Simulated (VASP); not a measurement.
Here is a VASP 6.6.1 calculation.

Contents of INCAR:

```
PREC = Accurate ; ENCUT = 520
EDIFF = 1E-7 ; ISMEAR = 0
SIGMA = 0.1 ; LREAL = False
LASPH = True ; NELM = 150
ALGO = Fast ; ISIF = 2
LWAVE = False ; LCHARG = False
ISPIN = 2 ; MAGMOM = 0 0.75
LORBIT = 11 ; LMAXMIX = 4
GGA = PS ; NBANDS = 16
```

The input KPOINTS:

```
regular mesh
0
Gamma
  14 14 14
```

The input POSCAR:

```
AlFe
1.0
    2.7869304547      0.0000000000      0.0000000000
    0.0000000000      2.7869304547      0.0000000000
    0.0000000000      0.0000000000      2.7869304547
Al Fe
1 1
Direct
    0.0000000000      0.0000000000      0.0000000000
    0.5000000000      0.5000000000      0.5000000000
```

Potentials or basis: VASP PAW PBE potentials, release 64 (Al, Fe).

The run is started by

```bash
$ cat potpaw_PBE.64/Al/POTCAR potpaw_PBE.64/Fe/POTCAR > POTCAR
$ mpirun -np 1 vasp_std > vasp.out
```

Question: What does it give for the site moments?

Answer: Al -0.02; Fe +0.65 μB.

Question: Predict the net moment.

Answer: 0.63 μB per cell.

Question: Estimate the pressure.

Answer: 13.7 GPa.

Caveat: the cell stands under pressure; the PAW data sets were made with another functional, which shifts forces and pressure a little.
